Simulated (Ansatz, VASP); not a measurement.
# One calculation of Bi, two programs

File INCAR:

```
PREC = Accurate ; ENCUT = 600
EDIFF = 1E-7 ; ISMEAR = 0
SIGMA = 0.05 ; LREAL = F
LASPH = T ; NELM = 60
ALGO = Fast ; ISIF = 3
LWAVE = F ; LCHARG = F
GGA = PE ; IBRION = 2
NSW = 80 ; EDIFFG = -0.01
```

The input KPOINTS:

```
regular mesh
0
Gamma
  12 12 12
```

File POSCAR:

```
Bi
1.0
    2.2251432831      1.2846870735      4.1262563025
   -2.2251432831      1.2846870735      4.1262563025
    0.0000000000     -2.5693741469      4.1262563025
Bi
2
Direct
    0.2275400000      0.2275400000      0.2275400000
    0.7724600000      0.7724600000      0.7724600000
```

Input for Ansatz:

```yaml
crystal:
  lattice:
    - [2.2251432831, 1.2846870735, 4.1262563025]
    - [-2.2251432831, 1.2846870735, 4.1262563025]
    - [0.0, -2.5693741469, 4.1262563025]
  atoms:
    - { symbol: Bi, position: [0.22754, 0.22754, 0.22754] }
    - { symbol: Bi, position: [0.77246, 0.77246, 0.77246] }
basis:
  ecutwfc: 420
  ecutrho_ratio: 4
kpoints:
  mp_grid: { grid: [12, 12, 12] }
hamiltonian:
  xc: pbe
scf:
  occupations: { method: gaussian, width: 0.05 }
output:
  forces: true
  stress: true
  eigenvalues: true
relax:
  f_tol: 0.01
  max_steps: 60
  cell: { stress_tol: 0.04 }
```

Alike in both runs: task relaxation of cell and atoms; functional PBE; k mesh 12 × 12 × 12; occupations gaussian, width 0.05 eV; no spin polarisation.

```csv
,VASP,Ansatz
version,VASP 6.6.1,Ansatz 0.2.0
potentials or method,"VASP PAW PBE potentials, release 64 (Bi_d), cutoff 600 eV","scalar-relativistic, plane waves, PAW"
valence electrons in the cell,30,30
```

|  | VASP | Ansatz | Ansatz less VASP |
| --- | --- | --- | --- |
| gap on the k mesh at the Fermi level, each at its own relaxed structure (eV) | none | none | - |
| relaxed volume (Å³/atom) | 36.86 | 36.91 | +0.049 |
| relaxed length of the cell vector where the two differ most in proportion (Å) | 4.841 | 4.846 | +0.0051 |

A gap of «none» marks a metal or a gap that the smearing closes.

Neither program's run includes spin-orbit coupling.
